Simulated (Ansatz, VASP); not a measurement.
**One calculation of Mn, two programs**

The input INCAR:

```
SYSTEM = Mn
PREC     = Accurate       ! precision mode
ENCUT    = 600            ! plane-wave cutoff, eV
EDIFF    = 1E-6           ! SCF threshold, eV
ISMEAR   = -1             ! smearing method
SIGMA    = 0.1            ! smearing width, eV
LREAL    = .False.        ! projectors in reciprocal space
LASPH    = .True.         ! aspherical terms in the spheres
NELM     = 80             ! most SCF steps
ALGO     = Normal         ! electronic algorithm
ISIF     = 3              ! what is computed and relaxed
LWAVE    = .False.        ! write WAVECAR
LCHARG   = .False.        ! write CHGCAR
GGA      = B5             ! functional
ALDAX    = 1.0          
AGGAX    = 1.0          
AGGAC    = 1.0          
ALDAC    = 0.0          
IBRION   = 2              ! ionic algorithm
NSW      = 80             ! ionic steps
EDIFFG   = -0.01          ! ionic threshold
```

KPOINTS

```
regular mesh
0
Gamma
  14 14 4
  0 0 0
```

POSCAR

```
Mn
1.0
    2.5517868831      0.0000000000      0.0000000000
   -1.2758934415      2.2099122658      0.0000000000
    0.0000000000      0.0000000000      8.3341359602
Mn
4
Direct
    0.0000000000      0.0000000000      0.0000000000
    0.0000000000      0.0000000000      0.5000000000
    0.3333333333      0.6666666667      0.2500000000
    0.6666666667      0.3333333333      0.7500000000
```

Input for Ansatz:

```yaml
crystal:
  lattice:
    - [2.5517868831, 0.0, 0.0]
    - [-1.2758934415, 2.2099122658, 0.0]
    - [0.0, 0.0, 8.3341359602]
  atoms:
    - { symbol: Mn, position: [0.0, 0.0, 0.0] }
    - { symbol: Mn, position: [0.0, 0.0, 0.5] }
    - { symbol: Mn, position: [0.3333333333, 0.6666666667, 0.25] }
    - { symbol: Mn, position: [0.6666666667, 0.3333333333, 0.75] }
hamiltonian:
  xc: blyp
  pseudopotentials:
    kind: paw
    azcp:
      Mn: "pseudopotentials/Mn.paw.azcp"
basis:
  ecutwfc: 420
  fft_grid_basis: typed
kpoints:
  mp_grid: { grid: [14, 14, 4], shift: [0, 0, 0] }
magnetization:
  spin_polarized: false
scf:
  occupations: { method: fermi_dirac, width: 0.1 }
relax:
  max_steps: 60
  f_tol: 0.01
  cell: {}
output:
  write_density: true
  write_potential: true
  elf: true
  volumetric_format: npy
```

Alike in both runs: task relaxation of cell and atoms; functional BLYP; k mesh 14 × 14 × 4; occupations fermi-dirac, width 0.1 eV; no spin polarisation.

|  | VASP | Ansatz |
| --- | --- | --- |
| version | VASP 6.6.1 | Ansatz 0.2.0 |
| potentials or method | VASP PAW PBE potentials, release 64 (Mn_pv), cutoff 600 eV | plane waves (420 eV) with PAW, scalar-relativistic |
| valence electrons in the cell | 52 | 60 |

|  | VASP | Ansatz | Ansatz less VASP |
| --- | --- | --- | --- |
| relaxed volume (Å³/atom) | 11.11 | 11.11 | +0.004 |
| relaxed cell length with the largest relative difference (Å) | 8.100 | 8.103 | +0.0033 |

VASP's potentials were made for PBE, not for BLYP. VASP's potentials hold 52 valence electrons a cell and Ansatz's 60, so a difference there can come from the potentials and not from the codes.
